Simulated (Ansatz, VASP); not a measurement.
# AlNi3: VASP beside Ansatz

Contents of INCAR:

```
  PREC = Accurate
  ENCUT = 590
  EDIFF = 1E-6
  ISMEAR = -1
  SIGMA = 0.05
  LREAL = False
  LASPH = True
  NELM = 200
  ALGO = Normal
  ISIF = 2
  LWAVE = False
  LCHARG = False
  ISPIN = 2
  MAGMOM = 2 2 2 0
  LORBIT = 11
  NUPDOWN = 6.0
  LMAXMIX = 4
  GGA = PS
  NBANDS = 40
  GGA_COMPAT = False
```

Contents of KPOINTS:

```
Automatic mesh
0
Gamma
  6 6 6
```

POSCAR

```
AlNi3
1.0
    3.5230547267      0.0000000000      0.0000000000
    0.0000000000      3.5230547267      0.0000000000
    0.0000000000      0.0000000000      3.5230547267
Ni Al
3 1
Direct
    0.5000000000      0.5000000000      0.0000000000
    0.5000000000      0.0000000000      0.5000000000
    0.0000000000      0.5000000000      0.5000000000
    0.0000000000      0.0000000000      0.0000000000
```

The input input.yaml:

```yaml
crystal:
  lattice:
    - [3.5230547267, 0.0, 0.0]
    - [0.0, 3.5230547267, 0.0]
    - [0.0, 0.0, 3.5230547267]
  atoms:
    - { symbol: Ni, position: [0.5, 0.5, 0.0], spin: 2.0 }
    - { symbol: Ni, position: [0.5, 0.0, 0.5], spin: 2.0 }
    - { symbol: Ni, position: [0.0, 0.5, 0.5], spin: 2.0 }
    - { symbol: Al, position: [0.0, 0.0, 0.0] }
hamiltonian:
  xc: pbesol
  pseudopotentials: { kind: paw }
magnetization:
  spin_polarized: true
  initial_magnetization: 6.0
  spin_locking: { lock_magnetization: hard }
kpoints:
  mp_grid: { grid: [6, 6, 6] }
scf:
  occupations: { method: fermi_dirac, width: 0.05 }
  lower_state_search: "off"
output:
  forces: true
  stress: true
  eigenvalues: true
```

Alike in both runs: task single point; functional PBEsol; k mesh 6 × 6 × 6; occupations fermi-dirac, width 0.05 eV; collinear spin; fixed moment 6 μB.

|  | VASP | Ansatz |
| --- | --- | --- |
| version | VASP 6.6.1 | Ansatz 0.2.0 |
| potentials or method | VASP PAW PBE potentials, release 64 (Ni_sv_GW, Al) | Ansatz PAW |
| plane-wave cutoff (eV) | 590 | 420 |
| valence electrons in the cell | 57 | 57 |

|  | VASP | Ansatz | Ansatz less VASP |
| --- | --- | --- | --- |
| net moment per atom (μB) | 1.50 | 1.50 | 0.000 |
| size of the moment on the site where the two differ most (μB) | 0.21 | 0.33 | +0.119 |

VASP's potentials were made for PBE, not for PBEsol. Site moments also hang on the region over which each program counts them.
